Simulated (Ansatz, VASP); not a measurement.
## Sb: VASP beside Ansatz

```
Sb
1.0
     0.00000    2.37124    2.37124
     2.37124    0.00000    2.37124
     2.37124    2.37124    0.00000
Sb
1
Direct
  0.00000 0.00000 0.00000
```

Alike in both runs: functional HSE06; k mesh 6 × 6 × 6; occupations fermi-dirac, width 0.05 eV; no spin polarisation.

```csv
,VASP,Ansatz
version,VASP 6.6.1,Ansatz 0.2.0
potentials or method,"VASP PAW PBE potentials, release 64 (Sb)",Ansatz PAW
plane-wave cutoff (eV),520,420
valence electrons in the cell,5,15
task,single point,projected density of states
```

```csv
,VASP,Ansatz,Ansatz less VASP
gap on the k mesh at the Fermi level (eV),none,none,-
pressure (GPa),-1.3,-0.2,+1.04
```

A gap of «none» marks a metal or a gap that the smearing closes. With one functional, cell and mesh, what is left measures potentials, basis and numerics. VASP's potentials hold 5 valence electrons a cell and Ansatz's 15, so a difference there can come from the potentials and not from the codes.

The k mesh is coarse, so the values compare programs but aren't converged. Spin-orbit coupling is off throughout.
